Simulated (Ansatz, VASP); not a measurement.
# Two plane-wave programs on Hf3C2

```xyz
5
Lattice="4.4116 0.0000 0.0000 -2.2058 3.8205 0.0000 0.0000 0.0000 5.5653" Properties=species:S:1:pos:R:3 pbc="T T T"
Hf    0.0000    2.5470    3.9728
Hf    2.2058    1.2735    3.9728
Hf    0.0000    0.0000    1.3677
C     0.0000    0.0000    3.4644
C     0.0000    0.0000    4.8341
```

Alike in both runs: task relaxation of cell and atoms; functional PBE; k mesh 12 × 12 × 8; occupations gaussian, width 0.1 eV; no spin polarisation.

|  | VASP | Ansatz |
| --- | --- | --- |
| version | VASP 6.6.1 | Ansatz 0.2.0 |
| potentials or method | VASP PAW PBE potentials, release 64 (Hf_pv, C), cutoff 600 eV | scalar-relativistic, plane waves, PAW |
| valence electrons in the cell | 38 | 86 |

VASP gave:

| Item | Value |
| --- | --- |
| gap on the k mesh at the Fermi level, each at its own relaxed structure (eV) | none |
| relaxed volume (Å³/atom) | 18.71 |
| relaxed cell length with the largest relative difference (Å) | 4.412 |

Which values does Ansatz return?

gap on the k mesh at the Fermi level, each at its own relaxed structure (eV): none; relaxed volume (Å³/atom): 18.84; relaxed cell length with the largest relative difference (Å): 4.427.

A gap of «none» marks a metal or a gap that the smearing closes. VASP's potentials hold 38 valence electrons a cell and Ansatz's 86, so a difference there can come from the potentials and not from the codes.

Neither program's run includes spin-orbit coupling.
